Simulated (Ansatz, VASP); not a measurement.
One calculation of Ag, two programs

```
Ag
1.0
     0.00000    2.96501    2.96501
     2.96501    0.00000    2.96501
     2.96501    2.96501    0.00000
Ag
2
Cartesian
  0.7413 0.7413 0.7413
  5.1888 5.1888 5.1888
```

Alike in both runs: functional LDA; k mesh 10 × 10 × 10; occupations fermi-dirac, width 0.1 eV; no spin polarisation.

Ansatz relaxed the structure, and its values are those at the end. VASP's run is a single point on that final structure, the one shown.

|  | VASP | Ansatz |
| --- | --- | --- |
| version | VASP 6.6.1 | Ansatz 0.2.0 |
| potentials or method | VASP PAW LDA potentials, release 64 (Ag), cutoff 520 eV | plane waves (420 eV) with PAW, scalar-relativistic |
| valence electrons in the cell | 22 | 38 |

|  | VASP | Ansatz | Ansatz less VASP |
| --- | --- | --- | --- |
| pressure (GPa) | 0.0 | 0.0 | -0.02 |

Ansatz warns that its potentials were made for another functional, while VASP's fit it. LDA's correlation is that of Perdew and Zunger in VASP and of Perdew and Wang (1992) in Ansatz. VASP's potentials hold 22 valence electrons a cell and Ansatz's 38, so a difference there can come from the potentials and not from the codes.
